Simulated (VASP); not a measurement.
# Nb (Fm-3m) in VASP: further runs

Nb is run at these levels: PBEsol; tasks: single point.

Everything below comes from runs of VASP 6.6.1. Logs are shortened: lines on timing, memory, paths and dates and some standing lists are left out, and cuts for length are marked.

### 1 The cell of the first run

Symmetry: Fm-3m, No. 225, cubic system. The conventional cell has a = 3.951 Å, b = 3.951 Å, c = 3.951 Å, α = 90.00°, β = 90.00°, γ = 90.00°. Within 3.7 Å of Nb (site symmetry m-3m) lie 12 Nb at 2.79 Å.

### 2 Single point, PBEsol (volume scaled by 0.85)

File INCAR:

```
ALGO     = Normal         # electronic algorithm
EDIFF    = 1E-6           # SCF threshold, eV
ENCUT    = 520            # plane-wave cutoff, eV
GGA      = PS             # functional
ISIF     = 2              # what is computed and relaxed
ISMEAR   = -1             # smearing method
LASPH    = True           # aspherical terms in the spheres
LCHARG   = True           # write CHGCAR
LELF     = True           # ELF
LREAL    = False          # projectors in reciprocal space
LVHAR    = True         
LWAVE    = False          # write WAVECAR
NBANDS   = 12             # bands
NELM     = 80             # most SCF steps
PREC     = Accurate       # precision mode
SIGMA    = 0.05           # smearing width, eV
```

File KPOINTS:

```
k-points
0
Gamma
  16 16 16
```

File POSCAR:

```
Nb
1.0
    0.0000000000      1.9755852405      1.9755852405
    1.9755852405      0.0000000000      1.9755852405
    1.9755852405      1.9755852405      0.0000000000
Nb
1
Direct
    0.0000000000      0.0000000000      0.0000000000
```

Potentials or basis: VASP PAW PBE potentials, release 64 (Nb_sv).

On the command line:

```
$ cat potpaw_PBE.64/Nb_sv/POTCAR > POTCAR
$ mpirun -np 1 vasp_std > vasp.out
```

OUTCAR:

```text
EDIFF = 1E-6
   ENCUT = 520
   GGA = PS
   ISIF = 2
   ISMEAR = -1
   LASPH = True
   LREAL = False
   NELM = 80
   PREC = Accurate

 ion  position               nearest neighbor table
   1  0.000  0.000  0.000-

  LATTYP: Found a face centered cubic cell.
 ALAT       =     3.9511704810

  Lattice vectors:

 A1 = (   0.0000000000,   1.9755852405,   1.9755852405)
 A2 = (   1.9755852405,   0.0000000000,   1.9755852405)
 A3 = (   1.9755852405,   1.9755852405,   0.0000000000)

Analysis of symmetry for initial positions (statically):
=====================================================================
 Subroutine PRICEL returns:
 Original cell was already a primitive cell.

 Routine SETGRP: Setting up the symmetry group for a
 face centered cubic supercell.

 Subroutine GETGRP returns: Found 48 space group operations
 (whereof 48 operations were pure point group operations)
 out of a pool of 48 trial point group operations.

The static configuration has the point symmetry O_h .

Analysis of symmetry for dynamics (positions and initial velocities):
=====================================================================
 Subroutine PRICEL returns:
 Original cell was already a primitive cell.

 Routine SETGRP: Setting up the symmetry group for a
 face centered cubic supercell.

 Subroutine GETGRP returns: Found 48 space group operations
 (whereof 48 operations were pure point group operations)
 out of a pool of 48 trial point group operations.

The dynamic configuration has the point symmetry O_h .

 Subroutine INISYM returns: Found 48 space group operations
 (whereof 48 operations are pure point group operations),
 and found     1 'primitive' translations

----------------------------------------------------------------------------------------

                                     Primitive cell

  volume of cell :      15.4212

  direct lattice vectors                    reciprocal lattice vectors
     0.000000000  1.975585241  1.975585241    -0.253089560  0.253089560  0.253089560
     1.975585241  0.000000000  1.975585241     0.253089560 -0.253089560  0.253089560
     1.975585241  1.975585241  0.000000000     0.253089560  0.253089560 -0.253089560

  length of vectors
     2.793899441  2.793899441  2.793899441     0.438363977  0.438363977  0.438363977

  position of ions in fractional coordinates (direct lattice)
     0.000000000  0.000000000  0.000000000

  ion indices of the primitive-cell ions
   primitive index   ion index
                 1           1

----------------------------------------------------------------------------------------

 KPOINTS: k-points

Automatic generation of k-mesh.
 Grid dimensions read from file:
 generate k-points for:   16   16   16

 Generating k-lattice:

  Cartesian coordinates                     Fractional coordinates (reciprocal lattice)
    -0.015818098  0.015818098  0.015818098     0.062500000  0.000000000  0.000000000
     0.015818098 -0.015818098  0.015818098     0.000000000  0.062500000  0.000000000
     0.015818098  0.015818098 -0.015818098     0.000000000  0.000000000  0.062500000

  Length of vectors
     0.027397749  0.027397749  0.027397749

  Shift w.r.t. Gamma in fractional coordinates (k-lattice)
     0.000000000  0.000000000  0.000000000

 Subroutine IBZKPT returns following result:
 ===========================================

 Found    145 irreducible k-points:

 Following reciprocal coordinates:
            Coordinates               Weight
  0.000000  0.000000  0.000000      1.000000
  0.062500  0.000000  0.000000      8.000000
  0.125000  0.000000  0.000000      8.000000
  0.187500  0.000000  0.000000      8.000000
  0.250000  0.000000  0.000000      8.000000
  0.312500  0.000000  0.000000      8.000000
[... 16 lines left out ...]
 -0.125000  0.062500  0.000000     24.000000
 -0.062500  0.062500  0.000000     12.000000
 [... further k-points ...]
   k-points           NKPTS =    145   k-points in BZ     NKDIM =    145   number of bands    NBANDS=     12
   number of dos      NEDOS =    301   number of ions     NIONS =      1
   total plane-waves  NPLWV =  13824
   dimension x,y,z NGX =    24 NGY =   24 NGZ =   24
   dimension x,y,z NGXF=    48 NGYF=   48 NGZF=   48
   ions per type =               1
   NGX,Y,Z   is equivalent  to a cutoff of  14.28, 14.28, 14.28 a.u.
   NGXF,Y,Z  is equivalent  to a cutoff of  28.56, 28.56, 28.56 a.u.
 SYSTEM =  unknown system
   PREC   = accura    normal or accurate (medium, high low for compatibility)
   ISTART =      0    job   : 0-new  1-cont  2-samecut
   ICHARG =      2    charge: 1-file 2-atom 10-const
   ISPIN  =      1    spin polarized calculation?
   LNONCOLLINEAR =      F non collinear calculations
   LSORBIT =      F    spin-orbit coupling
   LASPH  =      T    aspherical Exc in radial PAW
   ENCUT  =  520.0 eV  38.22 Ry    6.18 a.u.   5.19  5.19  5.19*2*pi/ulx,y,z
   NELM   =     80;   NELMIN=  2; NELMDL= -5     # of ELM steps
   EDIFF  = 0.1E-05   stopping-criterion for ELM
   LREAL  =      F    real-space projection
   EDIFFG = 0.1E-04   stopping-criterion for IOM
   NSW    =      0    number of steps for IOM
   IBRION =     -1    ionic relax: 0-MD 1-quasi-New 2-CG
   NFREE  =      0    steps in history (QN), initial steepest desc. (CG)
   ISIF   =      2    stress and relaxation
   ISYM   =      2    0-nonsym 1-usesym 2-fastsym
   POTIM  = 0.5000    time-step for ionic-motion
   TEBEG  =    0.0;   TEEND  =   0.0 temperature during run
   PSTRESS=    0.0 pullay stress
   NELECT =      13.0000    total number of electrons
   NUPDOWN=      -1.0000    fix difference up-down
   EMIN   =  10.00;   EMAX   =-10.00  energy-range for DOS
   EFERMI =   0.00;   METHOD = LEGACY
   ISMEAR =    -1;   SIGMA  =   0.05  broadening in eV -4-tet -1-fermi 0-gaus
   EFERMI_NEDOS =   21; number of points for ismear=-14 and -15
   IALGO  =     38    algorithm
   IMIX   =      4    mixing-type and parameters
     AMIX     =   0.40;   BMIX     =  1.00
     AMIX_MAG =   1.60;   BMIX_MAG =  1.00
  volume/ion in A,a.u.               =      15.42       104.07
  Fermi-wavevector in a.u.,A,eV,Ry     =   1.546501  2.922463 32.540578  2.391665
  Thomas-Fermi vector in A             =   2.651728
   LORBIT       =      0    0 simple, 1 ext, 2 COOP (PROOUT), +10 PAW based schemes
   GGA     = PS    functional components
   LHFCALC =     F    Hartree Fock is set to
   AEXX    =    0.0000 exact exchange contribution
   IVDW    =     0    specifies the selected vdW correction
   LEPSILON=     F    determine dielectric tensor
   LRPA    =     F    only Hartree local field effects (RPA)
 non-spin polarized calculation
  energy-cutoff  :      520.00
  volume of cell :       15.42
 maximum number of plane-waves:       431
 NGX is ok and might be reduce to    24
   NGX = 11   NGY = 11   NGZ = 11

 number of electron      13.0000000 magnetization

 Free energy of the ion-electron system (eV)
  ---------------------------------------------------
  ext. energy  EPLUGINS =         0.00000000
  ---------------------------------------------------
  free energy    TOTEN  =       -10.33223079 eV

  energy without entropy =      -10.32066055  energy(sigma->0) =      -10.32644567

 E-fermi :  13.8268     XC(G=0): -13.4560

 val. band max:       13.8247665601   @ k =   0.3125   0.1875   0.0625
 cond. band min:      13.8418470088   @ k =   0.3125   0.0625   0.0000
 fundamental gap:      0.0170804486
 Fermi energy:        13.8267942520

 k-point     1 :       0.0000    0.0000    0.0000
  band No.  band energies     occupation
      1     -40.7909      2.00000
      2     -15.6825      2.00000
      3     -15.6825      2.00000
      4     -15.6825      2.00000
      5       7.1759      2.00000
      6      13.7026      1.84599
      7      13.7026      1.84599
      8      13.7026      1.84599
      9      17.1014      0.00000
     10      17.1014      0.00000
     11      25.7528      0.00000
     12      31.4154      0.00000

 k-point     2 :       0.0625    0.0000    0.0000
  band No.  band energies     occupation
      1     -40.7753      2.00000
      2     -15.7748      2.00000
      3     -15.6933      2.00000
      4     -15.6933      2.00000
      5       7.3615      2.00000
      6      13.5525      1.99175
      7      13.7890      1.36124
      8      13.7890      1.36124
      9      17.0109      0.00000
     10      17.0109      0.00000
     11      26.1362      0.00000
     12      30.7376      0.00000

 k-point     3 :       0.1250    0.0000    0.0000
  band No.  band energies     occupation
      1     -40.7305      2.00000
      2     -16.0331      2.00000
      3     -15.7238      2.00000
      4     -15.7238      2.00000
      5       7.8746      2.00000
      6      13.2015      1.99999
      7      14.0035      0.05675
      8      14.0035      0.05675
      9      16.8230      0.00000
     10      16.8230      0.00000
     11      27.1053      0.00000
     12      29.5486      0.00000

 k-point     4 :       0.1875    0.0000    0.0000
  band No.  band energies     occupation
      1     -40.6628      2.00000
      2     -16.4076      2.00000
      3     -15.7691      2.00000
      4     -15.7691      2.00000
      5       8.5667      2.00000
      6      12.8977      2.00000
      7      14.1909      0.00137
      8      14.1909      0.00137
      9      16.7746      0.00000
     10      16.7746      0.00000
     11      27.4474      0.00000
     12      29.4746      0.00000

 k-point     5 :       0.2500    0.0000    0.0000
  band No.  band energies     occupation
      1     -40.5818      2.00000
      2     -16.8330      2.00000
      3     -15.8219      2.00000
      4     -15.8219      2.00000
      5       9.1471      2.00000
      6      12.9790      2.00000
      7      14.1569      0.00271
      8      14.1569      0.00271
      9      17.1242      0.00000
     10      17.1242      0.00000
     11      26.5826      0.00000
     12      30.8337      0.00000
[... 228 lines left out ...]
      1     -40.5438      2.00000
      2     -16.9751      2.00000
      3     -15.9329      2.00000
      4     -15.8143      2.00000
      5       9.4275      2.00000
      6      12.9368      2.00000
      7      14.0104      0.04960
      8      14.2097      0.00094
      9      16.7236      0.00000
     10      18.0994      0.00000
     11      26.6663      0.00000
     12      31.2564      0.00000

 k-point    22 :      -0.1875    0.0625    0.0000
  band No.  band energies     occupation
      1     -40.6254      2.00000
      2     -16.5638      2.00000
      3     -15.8722      2.00000
      4     -15.7613      2.00000
      5       8.9443      2.00000
      6      12.6924      2.00000
      7      14.2115      0.00091
      8      14.3340      0.00008
      9      16.2532      0.00000
     10      17.4448      0.00000
     11      27.5511      0.00000
     12      29.9690      0.00000

 k-point    23 :      -0.1250    0.0625    0.0000
  band No.  band energies     occupation
      1     -40.6975      2.00000
      2     -16.1835      2.00000
      3     -15.8080      2.00000
      4     -15.7195      2.00000
      5       8.2463      2.00000
      6      12.9256      2.00000
      7      14.1573      0.00269
      8      14.1793      0.00173
      9      16.3296      0.00000
     10      17.1461      0.00000
     11      27.7649      0.00000
     12      29.2824      0.00000

 k-point    24 :      -0.0625    0.0625    0.0000
  band No.  band energies     occupation
      1     -40.7499      2.00000
      2     -15.9031      2.00000
      3     -15.7450      2.00000
      4     -15.6955      2.00000
      5       7.6582      2.00000
      6      13.2995      1.99995
      7      13.9060      0.34070
      8      13.9736      0.10081
      9      16.6808      0.00000
     10      17.0888      0.00000
     11      26.7342      0.00000
     12      30.1651      0.00000

 [... further k-points ...]

------------------------ aborting loop because EDIFF is reached ----------------------------------------

  FORCE on cell =-STRESS in cart. coord.  units (eV):
  Direction    XX          YY          ZZ          XY          YZ          ZX
  --------------------------------------------------------------------------------------
  -------------------------------------------------------------------------------------
  Total        3.5681497      3.5681497      3.5681497      0.0000000      0.0000000     -0.0000000
  in kB      370.7117350    370.7117350    370.7117350      0.0000000      0.0000000     -0.0000000
  external PRESSURE =     370.7117350 kB  Pullay stress =       0.0000000 kB

 VOLUME and BASIS-vectors are now :
 -----------------------------------------------------------------------------
  energy-cutoff  :      520.00
  volume of cell :       15.42
      direct lattice vectors                 reciprocal lattice vectors
     0.000000000  1.975585241  1.975585241    -0.253089560  0.253089560  0.253089560
     1.975585241  0.000000000  1.975585241     0.253089560 -0.253089560  0.253089560
     1.975585241  1.975585241  0.000000000     0.253089560  0.253089560 -0.253089560

 POSITION                                       TOTAL-FORCE (eV/Angst)
 -----------------------------------------------------------------------------------
      0.00000      0.00000      0.00000         0.000000      0.000000      0.000000
 -----------------------------------------------------------------------------------
    total drift:                                0.000000     -0.000000     -0.000000

  FREE ENERGIE OF THE ION-ELECTRON SYSTEM (eV)
  ---------------------------------------------------
  free  energy   TOTEN  =       -10.3322307915 eV

  energy  without entropy=      -10.3206605544  energy(sigma->0) =      -10.32644567
```

Run time: 19 s. Hardware: 1 thread of Intel Xeon 6975P-C, shared host; peak memory 0.16 GiB.

What came out:

| Item | Value |
| --- | --- |
| Free energy | -10.3322 eV |
| Pressure | 37.1 GPa |

Levels at points of the mesh, in eV from the Fermi level:
| k point | band 4 | band 5 | band 6 | band 7 | band 8 | band 9 |
| --- | --- | --- | --- | --- | --- | --- |
| (0.00, 0.00, 0.00) | -29.51 | -6.65 | -0.12 | -0.12 | -0.12 | 3.27 |
| (0.50, 0.00, 0.00) | -29.78 | -4.69 | -0.40 | -0.40 | 2.27 | 5.90 |
| (0.50, 0.50, 0.00) | -30.28 | -5.32 | -4.47 | 4.99 | 5.89 | 6.68 |

Caveat: the cell differs from its parent crystal (volume scaled by 0.85); the PAW data sets were made with another functional, which shifts forces and pressure a little.

### 3 Single point, PBEsol (volume scaled by 0.95)

File INCAR:

```
SYSTEM = Nb
PREC = Accurate
ENCUT = 520
EDIFF = 1E-6
ISMEAR = -1
SIGMA = 0.05
LREAL = .False.
LASPH = .True.
NELM = 100
ALGO = Normal
ISIF = 2
LWAVE = .False.
LCHARG = .False.
GGA = PS
NBANDS = 12
```

File KPOINTS:

```
Automatic mesh
0
Gamma
  16 16 16
  0 0 0
```

File POSCAR:

```
Nb
1.0
    0.0000000000      2.0502052098      2.0502052098
    2.0502052098      0.0000000000      2.0502052098
    2.0502052098      2.0502052098      0.0000000000
Nb
1
Direct
    0.0000000000      0.0000000000      0.0000000000
```

Potentials or basis: VASP PAW PBE potentials, release 64 (Nb_sv).

On the command line:

```
$ cat potpaw_PBE.64/Nb_sv/POTCAR > POTCAR
$ mpirun -np 1 vasp_std > vasp.out
```

Run time: 18 s. Hardware: 1 thread of AMD EPYC 9R45 (Zen 5), shared host; peak memory 0.13 GiB.

The run converged. Its results:

```yaml
Free_energy: -10.5853 eV
Pressure: 9.4 GPa
```

Levels at points of the mesh, in eV from the Fermi level:
```
           k point  band 3  band 4  band 5  band 6  band 7  band 8  band 9  band 10
(0.00, 0.00, 0.00)  -29.84  -29.84   -6.45    0.03    0.03    0.03    2.95     2.95
(0.50, 0.00, 0.00)  -30.04  -30.04   -4.19   -0.20   -0.20    1.71    5.20     5.20
(0.50, 0.50, 0.00)  -30.40  -30.40   -4.57   -3.77    4.12    5.17    5.85     5.85
```

Caveat: the cell differs from its parent crystal (volume scaled by 0.95); the PAW data sets were made with another functional, which shifts forces and pressure a little.

### 4 Single point, PBEsol

This run uses another cell than the first one, of 18.14 Å³/atom, 1.176 times its volume.

File INCAR:

```
PREC = Accurate
ENCUT = 520
EDIFF = 1E-7
ISMEAR = -1
SIGMA = 0.05
LREAL = False
LASPH = True
NELM = 80
ALGO = Normal
ISIF = 2
LWAVE = False
LCHARG = False
GGA = PS
NBANDS = 12
```

File KPOINTS:

```
Automatic mesh
0
Gamma
  16 16 16
```

File POSCAR:

```
Nb
1.0
    0.0000000000      2.0855605234      2.0855605234
    2.0855605234      0.0000000000      2.0855605234
    2.0855605234      2.0855605234      0.0000000000
Nb
1
Direct
    0.0000000000      0.0000000000      0.0000000000
```

On the command line:

```
$ cat potpaw_PBE.64/Nb_sv/POTCAR > POTCAR
$ mpirun -np 1 vasp_std > vasp.out
```

It took 18 s on 1 thread of AMD EPYC 9R45 (Zen 5), shared host; peak memory 0.13 GiB.

Results (log left out):

* Free energy: -10.6108 eV
* Pressure: -0.3 GPa

Levels at points of the mesh, in eV from the Fermi level:
| k point | band 2 | band 3 | band 4 | band 5 | band 6 | band 7 | band 8 | band 9 | band 10 | band 11 |
| --- | --- | --- | --- | --- | --- | --- | --- | --- | --- | --- |
| (0.00, 0.00, 0.00) | -29.99 | -29.99 | -29.99 | -6.33 | 0.09 | 0.09 | 0.09 | 2.80 | 2.80 | 11.87 |
| (0.50, 0.00, 0.00) | -31.33 | -30.16 | -30.16 | -3.98 | -0.12 | -0.12 | 1.50 | 4.89 | 4.89 | 10.93 |
| (0.50, 0.50, 0.00) | -31.24 | -30.46 | -30.46 | -4.25 | -3.49 | 3.79 | 4.86 | 5.49 | 5.49 | 11.50 |

Caveat: the PAW data sets were made with another functional, which shifts forces and pressure a little.

### 5 Single point, PBEsol

This run uses another cell than the first one, of 18.14 Å³/atom, 1.176 times its volume.

File INCAR:

```
SYSTEM = Nb
ALGO = Normal ; EDIFF = 1E-6
ENCUT = 520 ; GGA = PS
ISIF = 2 ; ISMEAR = -1
LASPH = .TRUE. ; LCHARG = .FALSE.
LREAL = .FALSE. ; LWAVE = .FALSE.
NBANDS = 12 ; NELM = 80
PREC = Accurate ; SIGMA = 0.05
```

File KPOINTS:

```
k-points
0
G
  16 16 16
  0 0 0
```

POSCAR is that of step 4.

On the command line:

```
$ cat potpaw_PBE.64/Nb_sv/POTCAR > POTCAR
$ mpirun -np 1 vasp_std > vasp.out
```

Run time: 17 s. Hardware: 1 thread of AMD EPYC 9R45 (Zen 5), shared host; peak memory 0.13 GiB.

The run converged. Its results:

```
Free energy : -10.6108 eV
Pressure    : -0.3 GPa
```

Levels at points of the mesh, in eV from the Fermi level:
| k point | band 2 | band 3 | band 4 | band 5 | band 6 | band 7 | band 8 | band 9 | band 10 | band 11 |
| --- | --- | --- | --- | --- | --- | --- | --- | --- | --- | --- |
| (0.00, 0.00, 0.00) | -29.99 | -29.99 | -29.99 | -6.33 | 0.09 | 0.09 | 0.09 | 2.80 | 2.80 | 11.87 |
| (0.50, 0.00, 0.00) | -31.33 | -30.16 | -30.16 | -3.98 | -0.12 | -0.12 | 1.50 | 4.89 | 4.89 | 10.93 |
| (0.50, 0.50, 0.00) | -31.24 | -30.46 | -30.46 | -4.25 | -3.49 | 3.79 | 4.86 | 5.49 | 5.49 | 11.50 |

Caveat: the PAW data sets were made with another functional, which shifts forces and pressure a little.

### 6 Overview

| cell | gap on the mesh (eV) | pressure (GPa) |
| --- | --- | --- |
| a = 2.794 Å, angles 60.0°, 1 atom | none | 37.1 |
| a = 2.899 Å, angles 60.0°, 1 atom | none | 9.4 |
| a = 2.949 Å, angles 60.0°, 1 atom | none | -0.3 |

Alike in all rows: task single point; level PBEsol; potentials or basis VASP PAW PBE potentials, release 64 (Nb_sv); no spin polarisation; k mesh 16 × 16 × 16; cutoff (eV) 520; smearing fermi-dirac 0.05 eV.

Caveats: the PAW data sets were made with another functional, which shifts forces and pressure a little.

Total energies depend on the potentials used, so only differences within one code and one set of settings carry meaning.
